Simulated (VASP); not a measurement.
A run of VASP 6.6.1:

Contents of POSCAR:

```
SiNi3
1.0
    3.4988119244      0.0000000000      0.0000000000
    0.0000000000      3.4988119244      0.0000000000
    0.0000000000      0.0000000000      3.4988119244
Si Ni
1 3
Direct
    0.0000000000      0.0000000000      0.0000000000
    0.0000000000      0.5000000000      0.5000000000
    0.5000000000      0.0000000000      0.5000000000
    0.5000000000      0.5000000000      0.0000000000
```

File INCAR.step1:

```
ALGO     = Normal         # electronic algorithm
EDIFF    = 1E-4           # SCF threshold, eV
ENCUT    = 520            # plane-wave cutoff, eV
GGA      = PE             # functional
ISMEAR   = 0              # smearing method
LASPH    = T              # aspherical terms in the spheres
LCHARG   = F              # write CHGCAR
LREAL    = F              # projectors in reciprocal space
LWAVE    = T              # write WAVECAR
NBANDS   = 25             # bands
NELM     = 100            # most SCF steps
PREC     = Accurate       # precision mode
SIGMA    = 0.1            # smearing width, eV
```

INCAR.step2

```
ALGO     = Normal         # electronic algorithm
EDIFF    = 1E-6           # SCF threshold, eV
ENCUT    = 520            # plane-wave cutoff, eV
ISIF     = 2              # what is computed and relaxed
ISMEAR   = 0              # smearing method
ISTART   = 1            
LASPH    = T              # aspherical terms in the spheres
LCHARG   = F              # write CHGCAR
LMIXTAU  = T            
LREAL    = F              # projectors in reciprocal space
LWAVE    = F              # write WAVECAR
METAGGA  = R2SCAN         # meta-GGA
NBANDS   = 25             # bands
NELM     = 100            # most SCF steps
PREC     = Accurate       # precision mode
SIGMA    = 0.1            # smearing width, eV
```

KPOINTS

```
k-points
0
Gamma
  12 12 12
```

Potentials or basis: VASP PAW PBE potentials, release 64 (Si, Ni).

Command:

```console
$ cat potpaw_PBE.64/Si/POTCAR potpaw_PBE.64/Ni/POTCAR > POTCAR
$ cp INCAR.step1 INCAR
$ mpirun -np 1 vasp_std > vasp.out
$ cp INCAR.step2 INCAR
$ mpirun -np 1 vasp_std > vasp.out
```

Hardware: 1 thread of Intel(R) Xeon(R) Platinum 8488C (Sapphire Rapids) (shared host).

Task: Estimate the wall time of this run.

Result: Run time: 5.1 min on 1 thread of Intel(R) Xeon(R) Platinum 8488C (Sapphire Rapids), on a shared host, peak memory 0.21 GiB. Counts: k points 84.
